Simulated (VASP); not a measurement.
A run of VASP 6.6.1 is set up as follows.

INCAR

```
SYSTEM = Ti2Co
ALGO = Fast
EDIFF = 1E-7
ENCUT = 520
GGA = PS
ISIF = 2
ISMEAR = 0
ISPIN = 2
LASPH = .True.
LCHARG = .False.
LMAXMIX = 4
LORBIT = 11
LREAL = .False.
LWAVE = .False.
MAGMOM = 0 0 0 0 1.1 1.1
NBANDS = 46
NELM = 150
PREC = Accurate
SIGMA = 0.2
```

Contents of KPOINTS:

```
k-points
0
Gamma
  10 10 10
  0 0 0
```

POSCAR

```
Ti2Co
1.0
    0.0000000000      3.4674527695      3.4674527695
    3.4674527695      0.0000000000      3.4674527695
    3.4674527695      3.4674527695      0.0000000000
Ti Co
4 2
Direct
    0.1250000000      0.1250000000      0.1250000000
    0.6250000000      0.1250000000      0.1250000000
    0.1250000000      0.1250000000      0.6250000000
    0.1250000000      0.6250000000      0.1250000000
    0.5000000000      0.5000000000      0.5000000000
    0.7500000000      0.7500000000      0.7500000000
```

Potentials or basis: VASP PAW PBE potentials, release 64 (Ti_sv, Co).

Launch:

```bash
$ cat potpaw_PBE.64/Ti_sv/POTCAR potpaw_PBE.64/Co/POTCAR > POTCAR
$ mpirun -np 1 vasp_std > vasp.out
```

**Question.** What does it give for the pressure?

**Answer.** 2.3 GPa.

**Question.** Estimate the net moment.

**Answer.** 1.59 μB per cell.

**Question.** Predict the site moments.

**Answer.** Ti -0.00; Co +0.88 μB.

Caveat: the PAW data sets were made with another functional, which shifts forces and pressure a little.
